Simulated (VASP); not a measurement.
# ZnO (Pm-3m) in VASP: notebook

The runs below take ZnO through single point, relaxation of cell and atoms, with PBE.

Program: VASP 6.6.1. These are calculated values, not measurements. Logs are shortened: lines on timing, memory, paths and dates and some standing lists are left out, and cuts for length are marked.

## (1) The cell of the first run

Symmetry: Pm-3m, No. 221, cubic system. The conventional cell has a = 2.688 Å, b = 2.688 Å, c = 2.688 Å, α = 90.00°, β = 90.00°, γ = 90.00°. Within 3.1 Å of Zn (site symmetry m-3m) lie 8 O at 2.33 Å and 6 Zn at 2.69 Å. Within 3.1 Å of O (site symmetry m-3m) lie 8 Zn at 2.33 Å and 6 O at 2.69 Å.

## (2) Single point, PBE

INCAR reads:

```
SYSTEM = ZnO
PREC     = Accurate       ! precision mode
ENCUT    = 520            ! plane-wave cutoff, eV
EDIFF    = 1E-7           ! SCF threshold, eV
ISMEAR   = 0              ! smearing method
SIGMA    = 0.1            ! smearing width, eV
LREAL    = .FALSE.        ! projectors in reciprocal space
LASPH    = .TRUE.         ! aspherical terms in the spheres
NELM     = 80             ! most SCF steps
ALGO     = Normal         ! electronic algorithm
ISIF     = 2              ! what is computed and relaxed
LWAVE    = .FALSE.        ! write WAVECAR
LCHARG   = .TRUE.         ! write CHGCAR
GGA      = PE             ! functional
LELF     = .TRUE.         ! ELF
LVHAR    = .TRUE.       
NBANDS   = 16             ! bands
```

KPOINTS reads:

```
regular mesh
0
G
  20 20 20
  0 0 0
```

POSCAR reads:

```
ZnO
1.0
    2.6882149215      0.0000000000      0.0000000000
    0.0000000000      2.6882149215      0.0000000000
    0.0000000000      0.0000000000      2.6882149215
Zn O
1 1
Direct
    0.0000000000      0.0000000000      0.0000000000
    0.5000000000      0.5000000000      0.5000000000
```

Potentials or basis: VASP PAW PBE potentials, release 64 (Zn, O).

The run is started by

```
cat potpaw_PBE.64/Zn/POTCAR potpaw_PBE.64/O/POTCAR > POTCAR
mpirun -np 1 vasp_std > vasp.out
```

OUTCAR:

```text
SYSTEM = ZnO
   PREC = Accurate
   ENCUT = 520
   EDIFF = 1E-7
   ISMEAR = 0
   LREAL = .FALSE.
   LASPH = .TRUE.
   NELM = 80
   ISIF = 2
   GGA = PE

 ion  position               nearest neighbor table
   1  0.000  0.000  0.000-   2 2.33   2 2.33   2 2.33   2 2.33   2 2.33   2 2.33   2 2.33   2 2.33

   2  0.500  0.500  0.500-   1 2.33   1 2.33   1 2.33   1 2.33   1 2.33   1 2.33   1 2.33   1 2.33

  LATTYP: Found a simple cubic cell.
 ALAT       =     2.6882149215

  Lattice vectors:

 A1 = (   2.6882149215,   0.0000000000,   0.0000000000)
 A2 = (   0.0000000000,   2.6882149215,   0.0000000000)
 A3 = (   0.0000000000,   0.0000000000,   2.6882149215)

Analysis of symmetry for initial positions (statically):
=====================================================================
 Subroutine PRICEL returns:
 Original cell was already a primitive cell.

 Routine SETGRP: Setting up the symmetry group for a
 simple cubic supercell.

 Subroutine GETGRP returns: Found 48 space group operations
 (whereof 48 operations were pure point group operations)
 out of a pool of 48 trial point group operations.

The static configuration has the point symmetry O_h .

Analysis of symmetry for dynamics (positions and initial velocities):
=====================================================================
 Subroutine PRICEL returns:
 Original cell was already a primitive cell.

 Routine SETGRP: Setting up the symmetry group for a
 simple cubic supercell.

 Subroutine GETGRP returns: Found 48 space group operations
 (whereof 48 operations were pure point group operations)
 out of a pool of 48 trial point group operations.

The dynamic configuration has the point symmetry O_h .

 Subroutine INISYM returns: Found 48 space group operations
 (whereof 48 operations are pure point group operations),
 and found     1 'primitive' translations

----------------------------------------------------------------------------------------

                                     Primitive cell

  volume of cell :      19.4264

  direct lattice vectors                    reciprocal lattice vectors
     2.688214922  0.000000000  0.000000000     0.371994066  0.000000000  0.000000000
     0.000000000  2.688214922  0.000000000     0.000000000  0.371994066  0.000000000
     0.000000000  0.000000000  2.688214922     0.000000000  0.000000000  0.371994066

  length of vectors
     2.688214922  2.688214922  2.688214922     0.371994066  0.371994066  0.371994066

  position of ions in fractional coordinates (direct lattice)
[... 8 lines left out ...]
----------------------------------------------------------------------------------------

 KPOINTS: regular mesh

Automatic generation of k-mesh.
 Grid dimensions read from file:
 generate k-points for:   20   20   20

 Generating k-lattice:

  Cartesian coordinates                     Fractional coordinates (reciprocal lattice)
     0.018599703  0.000000000  0.000000000     0.050000000  0.000000000  0.000000000
     0.000000000  0.018599703  0.000000000     0.000000000  0.050000000  0.000000000
     0.000000000  0.000000000  0.018599703     0.000000000  0.000000000  0.050000000

  Length of vectors
     0.018599703  0.018599703  0.018599703

  Shift w.r.t. Gamma in fractional coordinates (k-lattice)
     0.000000000  0.000000000  0.000000000

 Subroutine IBZKPT returns following result:
 ===========================================

 Found    286 irreducible k-points:

 Following reciprocal coordinates:
            Coordinates               Weight
  0.000000  0.000000  0.000000      1.000000
  0.050000  0.000000  0.000000      6.000000
  0.100000  0.000000  0.000000      6.000000
  0.150000  0.000000  0.000000      6.000000
  0.200000  0.000000  0.000000      6.000000
  0.250000  0.000000  0.000000      6.000000
[... 16 lines left out ...]
  0.150000  0.100000  0.000000     24.000000
  0.200000  0.100000  0.000000     24.000000
 [... further k-points ...]
   k-points           NKPTS =    286   k-points in BZ     NKDIM =    286   number of bands    NBANDS=     16
   number of dos      NEDOS =    301   number of ions     NIONS =      2
   total plane-waves  NPLWV =   8000
   dimension x,y,z NGX =    20 NGY =   20 NGZ =   20
   dimension x,y,z NGXF=    40 NGYF=   40 NGZF=   40
   ions per type =               1   1
   NGX,Y,Z   is equivalent  to a cutoff of  12.37, 12.37, 12.37 a.u.
   NGXF,Y,Z  is equivalent  to a cutoff of  24.74, 24.74, 24.74 a.u.
 SYSTEM =  ZnO
   PREC   = accura    normal or accurate (medium, high low for compatibility)
   ISTART =      0    job   : 0-new  1-cont  2-samecut
   ICHARG =      2    charge: 1-file 2-atom 10-const
   ISPIN  =      1    spin polarized calculation?
   LNONCOLLINEAR =      F non collinear calculations
   LSORBIT =      F    spin-orbit coupling
   LASPH  =      T    aspherical Exc in radial PAW
   ENCUT  =  520.0 eV  38.22 Ry    6.18 a.u.   5.00  5.00  5.00*2*pi/ulx,y,z
   NELM   =     80;   NELMIN=  2; NELMDL= -5     # of ELM steps
   EDIFF  = 0.1E-06   stopping-criterion for ELM
   LREAL  =      F    real-space projection
   EDIFFG = 0.1E-05   stopping-criterion for IOM
   NSW    =      0    number of steps for IOM
   IBRION =     -1    ionic relax: 0-MD 1-quasi-New 2-CG
   NFREE  =      0    steps in history (QN), initial steepest desc. (CG)
   ISIF   =      2    stress and relaxation
   ISYM   =      2    0-nonsym 1-usesym 2-fastsym
   POTIM  = 0.5000    time-step for ionic-motion
   TEBEG  =    0.0;   TEEND  =   0.0 temperature during run
   PSTRESS=    0.0 pullay stress
   NELECT =      18.0000    total number of electrons
   NUPDOWN=      -1.0000    fix difference up-down
   EMIN   =  10.00;   EMAX   =-10.00  energy-range for DOS
   EFERMI =   0.00;   METHOD = LEGACY
   ISMEAR =     0;   SIGMA  =   0.10  broadening in eV -4-tet -1-fermi 0-gaus
   EFERMI_NEDOS =   21; number of points for ismear=-14 and -15
   IALGO  =     38    algorithm
   IMIX   =      4    mixing-type and parameters
     AMIX     =   0.40;   BMIX     =  1.00
     AMIX_MAG =   1.60;   BMIX_MAG =  1.00
  volume/ion in A,a.u.               =       9.71        65.55
  Fermi-wavevector in a.u.,A,eV,Ry     =   1.596008  3.016017 34.657317  2.547241
  Thomas-Fermi vector in A             =   2.693838
   LORBIT       =      0    0 simple, 1 ext, 2 COOP (PROOUT), +10 PAW based schemes
   GGA     = PE    functional components
   LHFCALC =     F    Hartree Fock is set to
   AEXX    =    0.0000 exact exchange contribution
   IVDW    =     0    specifies the selected vdW correction
   LEPSILON=     F    determine dielectric tensor
   LRPA    =     F    only Hartree local field effects (RPA)
 non-spin polarized calculation
 Gauss-broadening in eV      SIGMA  =   0.10
  energy-cutoff  :      520.00
  volume of cell :       19.43
 maximum number of plane-waves:       552
 NGX is ok and might be reduce to    20
   NGX =  9   NGY =  9   NGZ =  9

 number of electron      18.0000023 magnetization

 Free energy of the ion-electron system (eV)
  ---------------------------------------------------
  ext. energy  EPLUGINS =         0.00000000
  ---------------------------------------------------
  free energy    TOTEN  =        -7.49274252 eV

  energy without entropy =       -7.49215987  energy(sigma->0) =       -7.49245120

 E-fermi :   3.1987     XC(G=0): -12.5010

 val. band max:        3.1959222928   @ k =   0.0500   0.0500   0.0000
 cond. band min:       3.4734295986   @ k =   0.0500   0.0500   0.0500
 fundamental gap:      0.2775073058
 Fermi energy:         3.1986931438

 k-point     1 :       0.0000    0.0000    0.0000
  band No.  band energies     occupation
      1     -15.3366      2.00000
      2      -3.3132      2.00000
      3      -3.3132      2.00000
      4      -2.2233      2.00000
      5      -2.2233      2.00000
      6      -2.2233      2.00000
[... 8 lines left out ...]
     15      20.4753      0.00000
     16      35.0823      0.00000

 k-point     2 :       0.0500    0.0000    0.0000
  band No.  band energies     occupation
      1     -15.3117      2.00000
      2      -3.3099      2.00000
      3      -3.3074      2.00000
      4      -2.2405      2.00000
      5      -2.2405      2.00000
      6      -2.2224      2.00000
[... 8 lines left out ...]
     15      20.7712      0.00000
     16      33.8222      0.00000

 k-point     3 :       0.1000    0.0000    0.0000
  band No.  band energies     occupation
      1     -15.2377      2.00000
      2      -3.3004      2.00000
      3      -3.2970      2.00000
      4      -2.2893      2.00000
      5      -2.2893      2.00000
      6      -2.2200      2.00000
[... 8 lines left out ...]
     15      21.5072      0.00000
     16      32.0425      0.00000

 k-point     4 :       0.1500    0.0000    0.0000
  band No.  band energies     occupation
      1     -15.1192      2.00000
      2      -3.3055      2.00000
      3      -3.2855      2.00000
      4      -2.3625      2.00000
      5      -2.3625      2.00000
      6      -2.2162      2.00000
[... 8 lines left out ...]
     15      22.5004      0.00000
     16      30.3776      0.00000

 k-point     5 :       0.2000    0.0000    0.0000
  band No.  band energies     occupation
      1     -14.9632      2.00000
      2      -3.3762      2.00000
      3      -3.2668      2.00000
      4      -2.4501      2.00000
      5      -2.4501      2.00000
      6      -2.2114      2.00000
[... 8 lines left out ...]
     15      23.6728      0.00000
     16      28.8195      0.00000

 k-point     6 :       0.2500    0.0000    0.0000
  band No.  band energies     occupation
      1     -14.7804      2.00000
      2      -3.5620      2.00000
      3      -3.2459      2.00000
      4      -2.5420      2.00000
      5      -2.5420      2.00000
      6      -2.2061      2.00000
[... 8 lines left out ...]
     15      24.9834      0.00000
     16      27.3762      0.00000
[... 267 lines left out ...]
 k-point    21 :       0.5000    0.0500    0.0000
  band No.  band energies     occupation
      1     -14.0809      2.00000
      2      -4.8272      2.00000
      3      -3.1668      2.00000
      4      -2.8121      2.00000
      5      -2.8032      2.00000
      6      -2.1968      2.00000
[... 8 lines left out ...]
     15      23.1942      0.00000
     16      30.3635      0.00000

 k-point    22 :       0.1000    0.1000    0.0000
  band No.  band energies     occupation
      1     -15.1412      2.00000
      2      -3.2901      2.00000
      3      -3.2676      2.00000
      4      -2.3654      2.00000
      5      -2.3151      2.00000
      6      -2.2492      2.00000
[... 8 lines left out ...]
     15      22.4182      0.00000
     16      30.1689      0.00000

 k-point    23 :       0.1500    0.1000    0.0000
  band No.  band energies     occupation
      1     -15.0258      2.00000
      2      -3.2896      2.00000
      3      -3.2480      2.00000
      4      -2.4456      2.00000
      5      -2.3714      2.00000
      6      -2.2539      2.00000
[... 8 lines left out ...]
     15      23.3224      0.00000
     16      29.0852      0.00000

 k-point    24 :       0.2000    0.1000    0.0000
  band No.  band energies     occupation
      1     -14.8739      2.00000
      2      -3.3387      2.00000
      3      -3.2334      2.00000
      4      -2.5306      2.00000
      5      -2.4483      2.00000
      6      -2.2502      2.00000
[... 8 lines left out ...]
     15      24.4111      0.00000
     16      28.0743      0.00000

 [... further k-points ...]
[... 5 lines left out ...]
  --------------------------------------------------------------------------------------
  -------------------------------------------------------------------------------------
  Total        0.0808842      0.0808842      0.0808842     -0.0000000     -0.0000000     -0.0000000
  in kB        6.6708689      6.6708689      6.6708689     -0.0000000     -0.0000000     -0.0000000
  external PRESSURE =       6.6708689 kB  Pullay stress =       0.0000000 kB

 VOLUME and BASIS-vectors are now :
 -----------------------------------------------------------------------------
  energy-cutoff  :      520.00
  volume of cell :       19.43
      direct lattice vectors                 reciprocal lattice vectors
     2.688214922  0.000000000  0.000000000     0.371994066  0.000000000  0.000000000
     0.000000000  2.688214922  0.000000000     0.000000000  0.371994066  0.000000000
     0.000000000  0.000000000  2.688214922     0.000000000  0.000000000  0.371994066

 POSITION                                       TOTAL-FORCE (eV/Angst)
 -----------------------------------------------------------------------------------
      0.00000      0.00000      0.00000         0.000000      0.000000      0.000000
      1.34411      1.34411      1.34411         0.000000      0.000000      0.000000
 -----------------------------------------------------------------------------------
    total drift:                                0.000000      0.000000      0.000000

  FREE ENERGIE OF THE ION-ELECTRON SYSTEM (eV)
  ---------------------------------------------------
  free  energy   TOTEN  =        -7.4927425202 eV

  energy  without entropy=       -7.4921598745  energy(sigma->0) =       -7.49245120
```

It took 42 s on 1 thread of Intel Xeon 6975P-C, shared host; peak memory 0.2 GiB.

Results:

- Free energy: -7.4927 eV
- Pressure: 0.7 GPa
- Band gap on the k mesh: zero (band 9 reaches 3.12 eV, above the bottom of band 10 at 2.27 eV)

(Part 1 of 2 ends here.)
